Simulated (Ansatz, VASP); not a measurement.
KI in VASP and in Ansatz

```
K I
1.0
     0.00000    3.54457    3.54457
     3.54457    0.00000    3.54457
     3.54457    3.54457    0.00000
K I
1 1
Cartesian
  0.0000 0.0000 0.0000
  3.5446 3.5446 3.5446
```

Alike in both runs: task single point; functional HSE06; k mesh 4 × 4 × 4; no spin polarisation.

```csv
,VASP,Ansatz
version,VASP 6.6.1,Ansatz 0.2.0
potentials or method,"VASP PAW PBE potentials, release 64 (K_sv, I)","plane waves, PAW"
plane-wave cutoff (eV),520,420
occupations,"gaussian, width 0.01 eV",fixed
valence electrons in the cell,16,26
```

```tsv
	VASP	Ansatz	Ansatz less VASP
gap on the k mesh at the Fermi level (eV)	4.93	4.94	+0.011
pressure (GPa)	0.3	0.3	-0.01
```

VASP's potentials hold 16 valence electrons a cell and Ansatz's 26, so a difference there can come from the potentials and not from the codes. Ansatz's warnings: stress exchange threshold loose, stress scf threshold loose.

Neither program's run includes spin-orbit coupling.
